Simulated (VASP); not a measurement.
# NaH (R3m) in VASP: further runs

NaH is run at these levels: PBE; tasks: single point.

Everything below comes from runs of VASP 6.6.1. Logs are shortened: lines on timing, memory, paths and dates and some standing lists are left out, and cuts for length are marked.

### 1 The cell of the first run

It takes space group R3m (No. 160, trigonal). The conventional cell has a = 3.489 Å, b = 3.489 Å, c = 9.201 Å, α = 90.00°, β = 90.00°, γ = 120.00°. Na (site symmetry 3m) has 4 H at 2.19 to 2.20 Å within 2.9 Å. H (site symmetry 3m) has 4 Na at 2.19 to 2.20 Å within 2.9 Å.

### 2 Single point, PBE (epitaxial 111 strain -5.0%)

Input file INCAR:

```
SYSTEM = NaH
PREC = Accurate ; ENCUT = 520
EDIFF = 1E-6 ; ISMEAR = 0
SIGMA = 0.01 ; LREAL = .FALSE.
LASPH = .TRUE. ; NELM = 60
ALGO = Normal ; ISIF = 2
LWAVE = .FALSE. ; LCHARG = .FALSE.
GGA = PE ; NBANDS = 11
```

Input file KPOINTS:

```
Automatic mesh
0
G
  6 6 6
  0 0 0
```

Input file POSCAR:

```
NaH
1.0
    0.1259739065      2.5930489098      2.5930489098
    2.5930489098      0.1259739065      2.5930489098
    2.5930489098      2.5930489098      0.1259739065
Na H
1 1
Direct
    0.0051743684      0.0051743684      0.0051743684
    0.2448256316      0.2448256316      0.2448256316
```

Potentials or basis: VASP PAW PBE potentials, release 64 (Na_pv, H).

On the command line:

```
cat potpaw_PBE.64/Na_pv/POTCAR potpaw_PBE.64/H/POTCAR > POTCAR
mpirun -np 1 vasp_std > vasp.out
```

OUTCAR:

```text
SYSTEM = NaH
   PREC = Accurate
   ENCUT = 520
   EDIFF = 1E-6
   ISMEAR = 0
   LREAL = .FALSE.
   LASPH = .TRUE.
   NELM = 60
   ISIF = 2
   GGA = PE

 ion  position               nearest neighbor table
   1  0.005  0.005  0.005-
   2  0.245  0.245  0.245-

  LATTYP: Found a trigonal (rhomboedric) cell.
 ALAT       =     3.6692880403
 COS(alpha) =     0.5479347803

  Lattice vectors:

 A1 = (   0.1259739065,   2.5930489098,   2.5930489098)
 A2 = (   2.5930489098,   0.1259739065,   2.5930489098)
 A3 = (   2.5930489098,   2.5930489098,   0.1259739065)

Analysis of symmetry for initial positions (statically):
=====================================================================
 Subroutine PRICEL returns:
 Original cell was already a primitive cell.

 Routine SETGRP: Setting up the symmetry group for a
 trigonal (rhombohedral) supercell.

 Subroutine GETGRP returns: Found  6 space group operations
 (whereof  6 operations were pure point group operations)
 out of a pool of 12 trial point group operations.

The static configuration has the point symmetry C_3v.

Analysis of symmetry for dynamics (positions and initial velocities):
=====================================================================
 Subroutine PRICEL returns:
 Original cell was already a primitive cell.

 Routine SETGRP: Setting up the symmetry group for a
 trigonal (rhombohedral) supercell.

 Subroutine GETGRP returns: Found  6 space group operations
 (whereof  6 operations were pure point group operations)
 out of a pool of 12 trial point group operations.

The dynamic configuration has the point symmetry C_3v.

 Subroutine INISYM returns: Found  6 space group operations
 (whereof  6 operations are pure point group operations),
 and found     1 'primitive' translations

----------------------------------------------------------------------------------------

                                     Primitive cell

  volume of cell :      32.3317

  direct lattice vectors                    reciprocal lattice vectors
     0.125973907  2.593048910  2.593048910    -0.207475380  0.197862925  0.197862925
     2.593048910  0.125973907  2.593048910     0.197862925 -0.207475380  0.197862925
     2.593048910  2.593048910  0.125973907     0.197862925  0.197862925 -0.207475380

  length of vectors
     3.669288040  3.669288040  3.669288040     0.348346821  0.348346821  0.348346821

  position of ions in fractional coordinates (direct lattice)
     0.005174368  0.005174368  0.005174368
     0.244825632  0.244825632  0.244825632

  ion indices of the primitive-cell ions
   primitive index   ion index
                 1           1
                 2           2

----------------------------------------------------------------------------------------

 KPOINTS: Automatic mesh

Automatic generation of k-mesh.
 Grid dimensions read from file:
 generate k-points for:    6    6    6

 Generating k-lattice:

  Cartesian coordinates                     Fractional coordinates (reciprocal lattice)
    -0.034579230  0.032977154  0.032977154     0.166666667  0.000000000  0.000000000
     0.032977154 -0.034579230  0.032977154     0.000000000  0.166666667  0.000000000
     0.032977154  0.032977154 -0.034579230     0.000000000  0.000000000  0.166666667

  Length of vectors
     0.058057803  0.058057803  0.058057803

  Shift w.r.t. Gamma in fractional coordinates (k-lattice)
     0.000000000  0.000000000  0.000000000

 Subroutine IBZKPT returns following result:
 ===========================================

 Found     32 irreducible k-points:

 Following reciprocal coordinates:
            Coordinates               Weight
  0.000000  0.000000  0.000000      1.000000
  0.166667 -0.000000 -0.000000      6.000000
  0.333333  0.000000 -0.000000      6.000000
  0.500000  0.000000  0.000000      3.000000
  0.166667  0.166667 -0.000000      6.000000
  0.333333  0.166667 -0.000000     12.000000
[... 16 lines left out ...]
  0.500000  0.500000  0.166667      6.000000
 -0.333333  0.500000  0.166667     12.000000
 [... further k-points ...]
   k-points           NKPTS =     32   k-points in BZ     NKDIM =     32   number of bands    NBANDS=     11
   number of dos      NEDOS =    301   number of ions     NIONS =      2
   total plane-waves  NPLWV =  21952
   dimension x,y,z NGX =    28 NGY =   28 NGZ =   28
   dimension x,y,z NGXF=    56 NGYF=   56 NGZF=   56
   ions per type =               1   1
   NGX,Y,Z   is equivalent  to a cutoff of  12.69, 12.69, 12.69 a.u.
   NGXF,Y,Z  is equivalent  to a cutoff of  25.37, 25.37, 25.37 a.u.
 SYSTEM =  NaH
   PREC   = accura    normal or accurate (medium, high low for compatibility)
   ISTART =      0    job   : 0-new  1-cont  2-samecut
   ICHARG =      2    charge: 1-file 2-atom 10-const
   ISPIN  =      1    spin polarized calculation?
   LNONCOLLINEAR =      F non collinear calculations
   LSORBIT =      F    spin-orbit coupling
   LASPH  =      T    aspherical Exc in radial PAW
   ENCUT  =  520.0 eV  38.22 Ry    6.18 a.u.   6.82  6.82  6.82*2*pi/ulx,y,z
   NELM   =     60;   NELMIN=  2; NELMDL= -5     # of ELM steps
   EDIFF  = 0.1E-05   stopping-criterion for ELM
   LREAL  =      F    real-space projection
   EDIFFG = 0.1E-04   stopping-criterion for IOM
   NSW    =      0    number of steps for IOM
   IBRION =     -1    ionic relax: 0-MD 1-quasi-New 2-CG
   NFREE  =      0    steps in history (QN), initial steepest desc. (CG)
   ISIF   =      2    stress and relaxation
   ISYM   =      2    0-nonsym 1-usesym 2-fastsym
   POTIM  = 0.5000    time-step for ionic-motion
   TEBEG  =    0.0;   TEEND  =   0.0 temperature during run
   PSTRESS=    0.0 pullay stress
   NELECT =       8.0000    total number of electrons
   NUPDOWN=      -1.0000    fix difference up-down
   EMIN   =  10.00;   EMAX   =-10.00  energy-range for DOS
   EFERMI =   0.00;   METHOD = LEGACY
   ISMEAR =     0;   SIGMA  =   0.01  broadening in eV -4-tet -1-fermi 0-gaus
   EFERMI_NEDOS =   21; number of points for ismear=-14 and -15
   IALGO  =     38    algorithm
   IMIX   =      4    mixing-type and parameters
     AMIX     =   0.40;   BMIX     =  1.00
     AMIX_MAG =   1.60;   BMIX_MAG =  1.00
  volume/ion in A,a.u.               =      16.17       109.09
  Fermi-wavevector in a.u.,A,eV,Ry     =   1.027768  1.942201 14.371943  1.056308
  Thomas-Fermi vector in A             =   2.161730
   LORBIT       =      0    0 simple, 1 ext, 2 COOP (PROOUT), +10 PAW based schemes
   GGA     = PE    functional components
   LHFCALC =     F    Hartree Fock is set to
   AEXX    =    0.0000 exact exchange contribution
   IVDW    =     0    specifies the selected vdW correction
   LEPSILON=     F    determine dielectric tensor
   LRPA    =     F    only Hartree local field effects (RPA)
 non-spin polarized calculation
 Gauss-broadening in eV      SIGMA  =   0.01
  energy-cutoff  :      520.00
  volume of cell :       32.33
 maximum number of plane-waves:       890
   NGX = 13   NGY = 13   NGZ = 13

 number of electron       7.9999999 magnetization

 Free energy of the ion-electron system (eV)
  ---------------------------------------------------
  ext. energy  EPLUGINS =         0.00000000
  ---------------------------------------------------
  free energy    TOTEN  =        -4.96088865 eV

  energy without entropy =       -4.96088865  energy(sigma->0) =       -4.96088865

 E-fermi :  -1.6167     XC(G=0):  -7.1311

 val. band max:       -1.6638037358   @ k =  -0.3333   0.5000   0.1667
 cond. band min:       1.6618771283   @ k =   0.5000   0.5000   0.5000
 fundamental gap:      3.3256808641
 Fermi energy:        -1.6167240331

 k-point     1 :       0.0000    0.0000    0.0000
  band No.  band energies     occupation
      1     -23.5429      2.00000
      2     -23.5429      2.00000
      3     -23.5332      2.00000
      4      -4.7090      2.00000
      5       6.9401      0.00000
      6      11.1576      0.00000
      7      12.6930      0.00000
      8      12.6930      0.00000
      9      14.0920      0.00000
     10      15.7446      0.00000
     11      15.7446      0.00000

 k-point     2 :       0.1667   -0.0000   -0.0000
  band No.  band energies     occupation
      1     -23.5602      2.00000
      2     -23.5458      2.00000
      3     -23.5350      2.00000
      4      -4.2832      2.00000
      5       5.8091      0.00000
      6      10.9178      0.00000
      7      11.2155      0.00000
      8      12.2191      0.00000
      9      15.0434      0.00000
     10      15.7390      0.00000
     11      15.7969      0.00000

 k-point     3 :       0.3333    0.0000   -0.0000
  band No.  band energies     occupation
      1     -23.5948      2.00000
      2     -23.5517      2.00000
      3     -23.5381      2.00000
      4      -3.1723      2.00000
      5       3.5056      0.00000
      6       9.7662      0.00000
      7      10.8795      0.00000
      8      11.7225      0.00000
      9      13.4270      0.00000
     10      14.1110      0.00000
     11      15.2285      0.00000

 k-point     4 :       0.5000    0.0000    0.0000
  band No.  band energies     occupation
      1     -23.6119      2.00000
      2     -23.5546      2.00000
      3     -23.5396      2.00000
      4      -2.3174      2.00000
      5       2.1353      0.00000
      6       9.4145      0.00000
      7      10.8796      0.00000
      8      11.5905      0.00000
      9      12.5808      0.00000
     10      13.4555      0.00000
     11      14.6480      0.00000

 k-point     5 :       0.1667    0.1667   -0.0000
  band No.  band energies     occupation
      1     -23.5591      2.00000
      2     -23.5481      2.00000
      3     -23.5391      2.00000
      4      -4.1619      2.00000
      5       5.6716      0.00000
      6       9.9704      0.00000
      7      11.0835      0.00000
      8      12.3201      0.00000
      9      14.0722      0.00000
     10      14.4709      0.00000
     11      17.4883      0.00000
[... 211 lines left out ...]
 k-point    21 :      -0.3333    0.3333    0.1667
  band No.  band energies     occupation
      1     -23.5994      2.00000
      2     -23.5691      2.00000
      3     -23.5525      2.00000
      4      -1.8362      2.00000
      5       3.2745      0.00000
      6       5.6691      0.00000
      7       7.3104      0.00000
      8      12.6614      0.00000
      9      13.6693      0.00000
     10      16.8726      0.00000
     11      18.0518      0.00000

 k-point    22 :      -0.1667    0.3333    0.1667
  band No.  band energies     occupation
      1     -23.5983      2.00000
      2     -23.5676      2.00000
      3     -23.5448      2.00000
      4      -2.3616      2.00000
      5       3.6212      0.00000
      6       6.7296      0.00000
      7       8.1086      0.00000
      8      11.5463      0.00000
      9      14.0705      0.00000
     10      15.0208      0.00000
     11      17.7774      0.00000

 k-point    23 :       0.5000    0.5000    0.1667
  band No.  band energies     occupation
      1     -23.5936      2.00000
      2     -23.5615      2.00000
      3     -23.5599      2.00000
      4      -2.0487      2.00000
      5       3.4934      0.00000
      6       5.6562      0.00000
      7       8.9519      0.00000
      8       9.4806      0.00000
      9      13.3156      0.00000
     10      18.4422      0.00000
     11      20.0096      0.00000

 k-point    24 :      -0.3333    0.5000    0.1667
  band No.  band energies     occupation
      1     -23.5981      2.00000
      2     -23.5716      2.00000
      3     -23.5561      2.00000
      4      -1.6638      2.00000
      5       4.0331      0.00000
      6       4.8492      0.00000
      7       6.6374      0.00000
      8      11.2191      0.00000
      9      14.5094      0.00000
     10      16.2299      0.00000
     11      19.5112      0.00000

 [... further k-points ...]

------------------------ aborting loop because EDIFF is reached ----------------------------------------

  FORCE on cell =-STRESS in cart. coord.  units (eV):
  Direction    XX          YY          ZZ          XY          YZ          ZX
  --------------------------------------------------------------------------------------
  -------------------------------------------------------------------------------------
  Total        0.3727006      0.3727006      0.3727006     -0.1520960     -0.1520960     -0.1520960
  in kB       18.4689412     18.4689412     18.4689412     -7.5370201     -7.5370201     -7.5370201
  external PRESSURE =      18.4689412 kB  Pullay stress =       0.0000000 kB

 VOLUME and BASIS-vectors are now :
 -----------------------------------------------------------------------------
  energy-cutoff  :      520.00
  volume of cell :       32.33
      direct lattice vectors                 reciprocal lattice vectors
     0.125973907  2.593048910  2.593048910    -0.207475380  0.197862925  0.197862925
     2.593048910  0.125973907  2.593048910     0.197862925 -0.207475380  0.197862925
     2.593048910  2.593048910  0.125973907     0.197862925  0.197862925 -0.207475380

 POSITION                                       TOTAL-FORCE (eV/Angst)
 -----------------------------------------------------------------------------------
      0.02749      0.02749      0.02749        -0.003959     -0.003959     -0.003959
      1.30053      1.30053      1.30053         0.003959      0.003959      0.003959
 -----------------------------------------------------------------------------------
    total drift:                               -0.000195     -0.000195     -0.000195

  FREE ENERGIE OF THE ION-ELECTRON SYSTEM (eV)
  ---------------------------------------------------
  free  energy   TOTEN  =        -4.9608886464 eV

  energy  without entropy=       -4.9608886464  energy(sigma->0) =       -4.96088865
```

Wall time 11 s (1 thread of Intel Xeon Platinum 8375C at 2.90GHz (Ice Lake), shared host); peak memory 0.14 GiB.

What came out:

```yaml
Free_energy: -4.9609 eV
Pressure: 1.8 GPa
Largest_force: 0.007 eV/Å
Band_gap_on_the_k_mesh: 3.33 eV, indirect (least direct gap 4.32 eV)
```

Forces in eV/Å, atoms in the order of the input:
```
Na  -0.004 -0.004 -0.004
H    0.004  0.004  0.004
```

Stress tensor (GPa, compression positive):
```
 1.85 -0.75 -0.75
-0.75  1.85 -0.75
-0.75 -0.75  1.85
```

Levels at points of the mesh, in eV from the valence-band top:
| k point | band 2 | band 3 | band 4 | band 5 | band 6 | band 7 |
| --- | --- | --- | --- | --- | --- | --- |
| (0.00, 0.00, 0.00) | -21.88 | -21.87 | -3.05 | 8.60 | 12.82 | 14.36 |
| (0.50, 0.00, 0.00) | -21.89 | -21.88 | -0.65 | 3.80 | 11.08 | 12.54 |
| (0.50, 0.50, 0.00) | -21.90 | -21.89 | -0.06 | 5.17 | 7.67 | 9.65 |
| (0.50, 0.50, 0.50) | -21.88 | -21.88 | -0.99 | 3.33 | 11.53 | 13.72 |

Caveat: the cell differs from its parent crystal (epitaxial 111 strain -5.0%). A k mesh can miss the band edges.

(Continued in part 2 of 2.)
